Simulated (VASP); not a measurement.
Set up this calculation in VASP 6.6.1, as the native input.

```yaml
Task: relaxation of cell and atoms
Functional: PBEsol
Potentials_or_basis: VASP PAW PBE potentials, release 64 (Sn_d, Te)
Cutoff: 600 eV
k_mesh: 10 × 10 × 10
Occupations: gaussian, width 0.01 eV
Spin: no spin polarisation
Dipole_correction: no
Further_INCAR_settings: ALGO = Normal; EDIFF = 1e-06; IBRION = 2; EDIFFG = -0.005; NSW = 100; ISIF = 3
```

The structure of SnTe lies in POSCAR:

```
SnTe
1.0
    0.0000000000      3.1508500000      3.1508500000
    3.1508500000      0.0000000000      3.1508500000
    3.1508500000      3.1508500000      0.0000000000
Sn Te
1 1
Direct
    0.0000000000      0.0000000000      0.0000000000
    0.5000000000      0.5000000000      0.5000000000
```

The input as run:

INCAR

```
PREC = Accurate
ENCUT = 600
EDIFF = 1E-6
ISMEAR = 0
SIGMA = 0.01
LREAL = False
LASPH = True
NELM = 80
ALGO = Normal
ISIF = 3
LWAVE = False
LCHARG = False
GGA = PS
IBRION = 2
NSW = 100
EDIFFG = -0.005
```

KPOINTS

```
Automatic mesh
0
Gamma
  10 10 10
```

Potentials or basis: VASP PAW PBE potentials, release 64 (Sn_d, Te).

The run is started by

```bash
$ cat potpaw_PBE.64/Sn_d/POTCAR potpaw_PBE.64/Te/POTCAR > POTCAR
$ mpirun -np 1 vasp_std > vasp.out
```

It gave:

- Relaxed volume: 31.10 Å³/atom
- Relaxed cell: a = 4.447 Å, b = 4.447 Å, c = 4.447 Å, α = 60.00°, β = 60.00°, γ = 60.00°
- Space group after relaxing (to 0.05 Å): Fm-3m (No. 225)
- Energy gained by relaxing: 0.2 meV/atom
- Ionic steps: 3
- Pressure after relaxing: 0.0 GPa
- Band gap on the k mesh: 0.16 eV, direct

Caveat: the PAW data sets were made with another functional, which shifts forces and pressure a little; spin-orbit coupling is left out, which moves the levels of the heavy elements.

Run time: 69 s on 1 thread of Intel(R) Xeon(R) Platinum 8259CL CPU @ 2.50GHz (Skylake/Cascade Lake), with other jobs on the host, peak memory 0.23 GiB.
